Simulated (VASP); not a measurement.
Here is a VASP 6.6.1 calculation.

The input INCAR:

```
SYSTEM = Mg
PREC = Accurate
ENCUT = 520
EDIFF = 1E-7
ISMEAR = 0
SIGMA = 0.15
LREAL = .False.
LASPH = .True.
NELM = 100
ALGO = Normal
ISIF = 2
LWAVE = .False.
LCHARG = .True.
GGA = PE
LELF = .True.
LVHAR = .True.
NBANDS = 7
```

KPOINTS

```
Automatic mesh
0
Gamma
  20 20 20
  0 0 0
```

Contents of POSCAR:

```
Mg
1.0
   -1.7427247337      1.7427247337      1.9417438983
    1.7427247337     -1.7427247337      1.9417438983
    1.7427247337      1.7427247337     -1.9417438983
Mg
1
Direct
    0.0000000000      0.0000000000      0.0000000000
```

Potentials or basis: VASP PAW PBE potentials, release 64 (Mg).

Command:

```bash
$ cat potpaw_PBE.64/Mg/POTCAR > POTCAR
$ mpirun -np 1 vasp_std > vasp.out
```

Problem. Estimate the pressure.

Solution. -1.0 GPa.

Problem. Estimate the band gap on the k mesh.

Solution. Zero (bands 1 and 2 overlap by 3.61 eV).

Stress tensor (GPa, compression positive):
```
-1.23  0.00  0.00
 0.00 -1.23  0.00
 0.00  0.00 -0.52
```
